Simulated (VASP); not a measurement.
Re: single point with PBE

Re:

```
CELL_PARAMETERS angstrom
2.78362 0.00000 0.00000
-1.39181 2.41068 0.00000
0.00000 0.00000 4.49505
ATOMIC_POSITIONS crystal
Re 0.33333 0.66667 0.25000
Re 0.66667 0.33333 0.75000
```

* Program: VASP 6.6.1
* Task: single point
* Functional: PBE
* Potentials or basis: VASP PAW PBE potentials, release 64 (Re)
* Cutoff: 520 eV
* k mesh: 11 × 11 × 6
* Occupations: fermi-dirac, width 0.1 eV
* Spin: no spin polarisation

```json
{
 "Pressure": "-3.5 GPa",
 "Band gap on the k mesh": "zero (band 7 reaches 8.86 eV, above the bottom of band 8 at 5.94 eV)"
}
```

Levels at points of the mesh, in eV from the Fermi level:
```csv
k point,band 3,band 4,band 5,band 6,band 7,band 8,band 9,band 10,band 11,band 12
"(0.00, 0.00, 0.00)",-1.52,-1.52,-1.52,-0.72,-0.72,0.18,0.18,0.57,3.24,3.24
"(0.00, 0.00, 0.50)",-2.31,-2.31,-1.65,-1.65,-1.65,-1.65,2.45,2.45,2.45,2.45
```

It took 22 s on 1 thread of Intel(R) Xeon(R) Platinum 8259CL CPU @ 2.50GHz (Skylake/Cascade Lake), on a shared host, peak memory 0.16 GiB.

Caveat: spin-orbit coupling is left out, which moves the levels of the heavy elements.
